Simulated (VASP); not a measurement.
The system is Li2Sn.

```xyz
3
Lattice="4.7496 0.0000 0.0000 -2.3748 4.1133 0.0000 0.0000 0.0000 2.8749" Properties=species:S:1:pos:R:3 pbc="T T T"
Li    0.0000    2.7422    1.4374
Li    2.3748    1.3711    1.4374
Sn    0.0000    0.0000    0.0000
```

```yaml
Program: VASP 6.6.1
Task: relaxation of cell and atoms
Functional: PBE
Potentials_or_basis: VASP PAW PBE potentials, release 64 (Li_sv, Sn_d)
Cutoff: 600 eV
k_mesh: 6 × 6 × 6
Occupations: gaussian, width 0.1 eV
Spin: no spin polarisation
```

At the start: pressure 1.1 GPa; volume 18.72 Å³/atom.

Q: Where does the relaxation end?

A: Over 6 steps the energy falls by 62.4 meV/atom and the volume is 19.23 Å³/atom (+2.7 %); space group P6/mmm (No. 191, to 0.1 Å) before and after.

Step by step:
```
step  energy change (eV)  largest force (eV/Å)  pressure (GPa)  volume (Å³)
   1              0.0000                0.0000            1.12        56.17
   2             -0.1064                0.0000            0.63        57.18
   3             -0.1090                0.0000           -1.71        59.68
   4             -0.1849                0.0000           -0.54        58.45
   5             -0.1850                0.0000           -0.64        58.49
   6             -0.1873                0.0000           -0.24        57.69
```

Final structure:
```cif
data_structure
_symmetry_space_group_name_H-M 'P 1'
_symmetry_Int_Tables_number 1
_cell_length_a 4.5866
_cell_length_b 4.5866
_cell_length_c 3.1666
_cell_angle_alpha 90.000
_cell_angle_beta 90.000
_cell_angle_gamma 120.000
_cell_volume 57.69
loop_
_atom_site_label
_atom_site_type_symbol
_atom_site_fract_x
_atom_site_fract_y
_atom_site_fract_z
_atom_site_occupancy
Li1 Li 0.33333 0.66667 0.50000 1
Li2 Li 0.66667 0.33333 0.50000 1
Sn1 Sn 0.00000 0.00000 0.00000 1
```

Caveat: the k points lie up to 0.33 Å⁻¹ apart in the final cell, too coarse for converged energies and pressures of a metal; the cutoff is under 1.25 times the usual one of these potentials, so pressure, stress and relaxed cells hold a basis-set (Pulay) error.
